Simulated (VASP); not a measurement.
## TiAl3: single point with PBE

The system is TiAl3.

```
Ti Al
1.0
    -1.71110    1.78165    4.31114
     1.71110   -1.78165    4.31114
     1.71110    1.78165   -4.31114
Ti Al
1 3
Direct
  0.00000 0.00000 0.00000
  0.50000 0.50000 0.00000
  0.75000 0.25000 0.50000
  0.25000 0.75000 0.50000
```

This cell differs from its parent crystal: normal strain along x -0.1100, normal strain along y -0.0733.

```yaml
Program: VASP 6.6.1
Task: single point
Functional: PBE
Potentials_or_basis: VASP PAW PBE potentials, release 64 (Ti_sv, Al)
Cutoff: 520 eV
k_mesh: 14 × 14 × 14
Occupations: gaussian, width 0.15 eV
Spin: no spin polarisation
Dipole_correction: no
Further_INCAR_settings: ALGO = Fast; EDIFF = 1e-06; NBANDS = 18
```

```yaml
Pressure: 31.3 GPa
Largest_force: 0.019 eV/Å
Band_gap_on_the_k_mesh: zero (an odd number of electrons rules out a gap without spin polarisation)
```

Forces on the atoms (eV/Å):
```
Ti   0.000  0.000  0.000
Al   0.000  0.000  0.000
Al   0.000  0.000  0.019
Al   0.000  0.000 -0.019
```

Stress tensor (GPa, compression positive):
```
42.54  0.00  0.00
 0.00 40.23  0.00
 0.00  0.00 11.22
```

Levels at points of the mesh, in eV from the Fermi level:
```csv
k point,band 6,band 7,band 8,band 9,band 10,band 11,band 12,band 13,band 14,band 15
"(0.00, 0.00, 0.00)",-3.86,-3.66,-1.70,-1.36,-0.71,1.13,2.12,2.36,3.15,4.04
"(0.50, 0.00, 0.00)",-7.76,-4.25,-3.50,-0.78,-0.68,0.95,2.32,3.18,3.23,3.43
"(0.00, 0.50, 0.00)",-7.57,-4.21,-3.24,-1.13,-0.79,0.71,2.57,2.78,3.12,3.38
"(0.50, 0.50, 0.00)",-4.93,-4.57,-4.37,-2.63,-2.57,-1.47,2.34,2.35,2.75,3.23
"(0.50, 0.50, 0.50)",-8.37,-2.07,-0.70,-0.52,0.18,0.70,0.99,1.21,2.94,5.26
```

Wall time 26 min on 1 thread of Intel(R) Xeon(R) 6975P-C (Granite Rapids) (shared host), peak memory 0.54 GiB.

Caveat: the cell differs from its parent crystal (normal strain along x -0.1100, normal strain along y -0.0733); the cell stands under pressure.
